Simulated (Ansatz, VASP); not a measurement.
**Two plane-wave programs on In**

```xyz
2
Lattice="1.6528 0.9542 5.9034 -1.6528 0.9542 5.9034 0.0000 -1.9085 5.9034" Properties=species:S:1:pos:R:3 pbc="T T T"
In    0.0000    0.0000    1.5459
In    0.0000    0.0000   16.1643
```

Alike in both runs: functional PBE; k mesh 21 × 21 × 21; occupations gaussian, width 0.1 eV; no spin polarisation.

Ansatz relaxed the structure, and its values are those at the end. VASP's run is a single point on that final structure, the one shown.

|  | VASP | Ansatz |
| --- | --- | --- |
| version | VASP 6.6.1 | Ansatz 0.2.0 |
| potentials or method | VASP PAW PBE potentials, release 64 (In_d), cutoff 520 eV | scalar-relativistic, plane waves, PAW |
| valence electrons in the cell | 26 | 26 |

```tsv
	VASP	Ansatz	Ansatz less VASP
gap on the k mesh at the Fermi level (eV)	none	none	-
pressure (GPa)	0.0	0.0	+0.05
```

A gap of «none» marks a metal or a gap that the smearing closes.
